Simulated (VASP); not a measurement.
A run of VASP 6.6.1 is set up as follows.

INCAR

```
SYSTEM = BaTiO3
PREC     = Accurate       ! precision mode
ENCUT    = 520            ! plane-wave cutoff, eV
EDIFF    = 1E-6           ! SCF threshold, eV
ISMEAR   = 0              ! smearing method
SIGMA    = 0.05           ! smearing width, eV
LREAL    = Auto         
LASPH    = .True.         ! aspherical terms in the spheres
NELM     = 150            ! most SCF steps
ALGO     = Normal         ! electronic algorithm
ISIF     = 2              ! what is computed and relaxed
LWAVE    = .False.        ! write WAVECAR
LCHARG   = .False.        ! write CHGCAR
LMAXMIX  = 4              ! l up to which the mixer works
LDAU     = .True.         ! DFT+U
LDAUTYPE = 2            
LDAUL    = -1 2 -1        ! shell
LDAUU    = 0 4 0          ! U, eV
LDAUJ    = 0 0 0        
LDAUPRINT= 1            
GGA      = PE             ! functional
NBANDS   = 73             ! bands
```

The input KPOINTS:

```
regular mesh
0
Gamma
  7 7 3
  0 0 0
```

POSCAR

```
BaTiO3
1.0
    0.0000000000     -4.0288719392      0.0000000000
    0.0000000000      0.0000000000     -4.0288719392
   11.7866158175      0.0000000000      0.0000000000
Ba Ti O
3 3 9
Direct
    0.5000000000      0.5000000000      0.0854372923
    0.5000000000      0.5000000000      0.4272548252
    0.5000000000      0.5000000000      0.7690723580
    1.0000000000      1.0000000000      0.9399811244
    1.0000000000      1.0000000000      0.2563460587
    1.0000000000      1.0000000000      0.5981635916
    1.0000000000      0.0000000000      0.0854372923
    1.0000000000      0.0000000000      0.4272548252
    1.0000000000      0.0000000000      0.7690723580
    0.5000000000      1.0000000000      0.2563460587
    0.5000000000      1.0000000000      0.5981635916
    0.5000000000      1.0000000000      0.9399811244
    0.0000000000      0.5000000000      0.2563460587
    0.0000000000      0.5000000000      0.5981635916
    0.0000000000      0.5000000000      0.9399811244
```

Potentials or basis: VASP PAW PBE potentials, release 64 (Ba_sv, Ti_sv, O).

Launch:

```bash
$ cat potpaw_PBE.64/Ba_sv/POTCAR potpaw_PBE.64/Ti_sv/POTCAR potpaw_PBE.64/O/POTCAR > POTCAR
$ mpirun -np 1 vasp_std > vasp.out
```

(1) What does it give for the band gap on the k mesh?

(2) Estimate the pressure.

(3) Predict the largest force.

Results:

(1) 2.02 eV (least direct gap 2.20 eV).

(2) 10.2 GPa.

(3) 5.499 eV/Å.

Caveat: the cell differs from its parent crystal (the distance across one plane changed); the cell stands under pressure; spin-orbit coupling is left out, which moves the levels of the heavy elements; an odd mesh through Γ misses points on the zone boundary, where band edges can lie; forces of over 1 eV/Å act on the atoms, so gaps and moduli don't describe the material at rest.
